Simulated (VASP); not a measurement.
Write the native input for VASP 6.6.1 that does the following.

```
Task                   : single point
Functional             : PBE
Potentials or basis    : VASP PAW PBE potentials, release 64 (Si, O)
Cutoff                 : 520 eV
k mesh                 : 9 × 9 × 9
Occupations            : fermi-dirac, width 0.05 eV
Spin                   : no spin polarisation
Dipole correction      : no
Further INCAR settings : ALGO = Normal; EDIFF = 1e-06; NBANDS = 12
```

The structure of SiO lies in POSCAR:

```
SiO
1.0
    2.8069700000      0.0000000000      0.0000000000
    0.0000000000      2.8069700000      0.0000000000
    0.0000000000      0.0000000000      2.8069700000
Si O
1 1
Direct
    0.0000000000      0.0000000000      0.0000000000
    0.5000000000      0.5000000000      0.5000000000
```

These files were run (other wordings do the same):

INCAR

```
PREC     = Accurate       # precision mode
ENCUT    = 520            # plane-wave cutoff, eV
EDIFF    = 1E-6           # SCF threshold, eV
ISMEAR   = -1             # smearing method
SIGMA    = 0.05           # smearing width, eV
LREAL    = False          # projectors in reciprocal space
LASPH    = True           # aspherical terms in the spheres
NELM     = 60             # most SCF steps
ALGO     = Normal         # electronic algorithm
ISIF     = 2              # what is computed and relaxed
LWAVE    = False          # write WAVECAR
LCHARG   = False          # write CHGCAR
GGA      = PE             # functional
NBANDS   = 12             # bands
```

KPOINTS

```
Automatic mesh
0
Gamma
  9 9 9
```

Potentials or basis: VASP PAW PBE potentials, release 64 (Si, O).

The run is started by

```sh
$ cat potpaw_PBE.64/Si/POTCAR potpaw_PBE.64/O/POTCAR > POTCAR
$ mpirun -np 1 vasp_std > vasp.out
```

It gave:

```
Pressure               : 0.1 GPa
Band gap on the k mesh : zero (band 5 reaches 8.13 eV, above the bottom of band 6 at 7.55 eV)
```

It took 8.1 s on 1 thread of Intel(R) Xeon(R) Platinum 8259CL CPU @ 2.50GHz (Skylake/Cascade Lake), with other jobs on the host, peak memory 0.13 GiB.
